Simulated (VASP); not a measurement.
**Al: single point with PBE**

The system is Al.

```
Al
1.0
     5.57416    0.00013   -0.04946
    -2.78697    4.82743    0.04946
    -1.41486    0.81687    2.40971
Al
4
Cartesian
  -1.3935 2.4137 0.0247
  1.3936 2.4138 0.0000
  0.0000 0.0000 0.0000
  2.7871 0.0001 -0.0247
```

- Program: VASP 6.6.1
- Task: single point
- Functional: PBE
- Potentials or basis: VASP PAW PBE potentials, release 64 (Al)
- Cutoff: 520 eV
- k mesh: 9 × 9 × 14
- Occupations: gaussian, width 0.1 eV
- Spin: no spin polarisation

```
Pressure               : 2.2 GPa
Band gap on the k mesh : zero (bands 6 and 7 overlap by 4.81 eV)
```

Stress tensor (GPa, compression positive):
```
 3.47 -0.36 -0.09
-0.36  3.05  0.05
-0.09  0.05 -0.04
```

Levels at points of the mesh, in eV from the Fermi level:
```
           k point  band 2  band 3  band 4  band 5  band 6  band 7  band 8  band 9  band 10  band 11
(0.00, 0.00, 0.00)   -4.59   -4.59   -4.16   -4.16   -2.85   -1.42    4.77    5.03     6.31     9.24
(0.00, 0.00, 0.50)   -4.96   -4.67   -4.33   -3.07   -3.07   -1.71   -1.71    5.27     5.27     5.29
```

Wall time 110 s on 1 thread of Intel(R) Xeon(R) 6975P-C (Granite Rapids) (shared host), peak memory 0.34 GiB.
